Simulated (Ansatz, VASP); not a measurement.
**Zn: VASP beside Ansatz**

```xyz
2
Lattice="2.6648 0.0000 0.0000 -1.3324 2.3078 0.0000 0.0000 0.0000 4.9467" Properties=species:S:1:pos:R:3 pbc="T T T"
Zn    0.0000    1.5385    1.2367
Zn    1.3324    0.7693    3.7100
```

Alike in both runs: task single point; functional PBEsol; k mesh 24 × 24 × 12; occupations gaussian, width 0.15 eV; no spin polarisation.

```csv
,VASP,Ansatz
version,VASP 6.6.1,Ansatz 0.2.0
potentials or method,"VASP PAW PBE potentials, release 64 (Zn), cutoff 520 eV","scalar-relativistic, plane waves, PAW"
valence electrons in the cell,24,24
```

```csv
,VASP,Ansatz,Ansatz less VASP
gap on the k mesh at the Fermi level (eV),none,none,-
pressure (GPa),-5.1,-5.4,-0.34
"traceless stress, the component that is largest in VASP (GPa)",1.72,1.85,+0.130
```

VASP's potentials were made for PBE, not for PBEsol. A gap of «none» marks a metal or a gap that the smearing closes. The functional is the same, so the differences come from potentials, cutoffs and numerics.
